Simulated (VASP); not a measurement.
Set up this calculation in VASP 6.6.1, as the native input.

| Item | Value |
| --- | --- |
| Task | single point |
| Functional | LDA |
| Potentials or basis | VASP PAW LDA potentials, release 64 (Ca_sv) |
| Cutoff | 520 eV |
| k mesh | 14 × 14 × 14 |
| Occupations | gaussian, width 0.1 eV |
| Spin | no spin polarisation |
| Dipole correction | no |
| Further INCAR settings | ALGO = Fast; EDIFF = 1e-07; NBANDS = 11 |

The structure of Ca lies in POSCAR:

```
Ca
1.0
    0.0000000000      2.7405234180      2.7405234180
    2.7405234180      0.0000000000      2.7405234180
    2.7405234180      2.7405234180      0.0000000000
Ca
1
Direct
    0.0000000000      0.0000000000      0.0000000000
```

This cell differs from its parent crystal: functional LDA, strained.

These files were run (other wordings do the same):

INCAR

```
ALGO = Fast
EDIFF = 1E-7
ENCUT = 520
GGA = CA
ISIF = 2
ISMEAR = 0
LASPH = T
LCHARG = F
LREAL = F
LWAVE = F
NBANDS = 11
NELM = 100
PREC = Accurate
SIGMA = 0.1
```

KPOINTS

```
k-points
0
Gamma
  14 14 14
```

Potentials or basis: VASP PAW LDA potentials, release 64 (Ca_sv).

Command:

```bash
$ cat potpaw_LDA.64/Ca_sv/POTCAR > POTCAR
$ mpirun -np 1 vasp_std > vasp.out
```

Results of the run:

```json
{"Pressure": "-1.3 GPa", "Band gap on the k mesh": "zero (band 5 reaches 2.00 eV, above the bottom of band 6 at 1.80 eV)"}
```

Caveat: the cell differs from its parent crystal (functional LDA, strained).

It took 34 s on 1 thread of Intel(R) Xeon(R) Platinum 8488C (Sapphire Rapids) (shared host), peak memory 0.17 GiB.
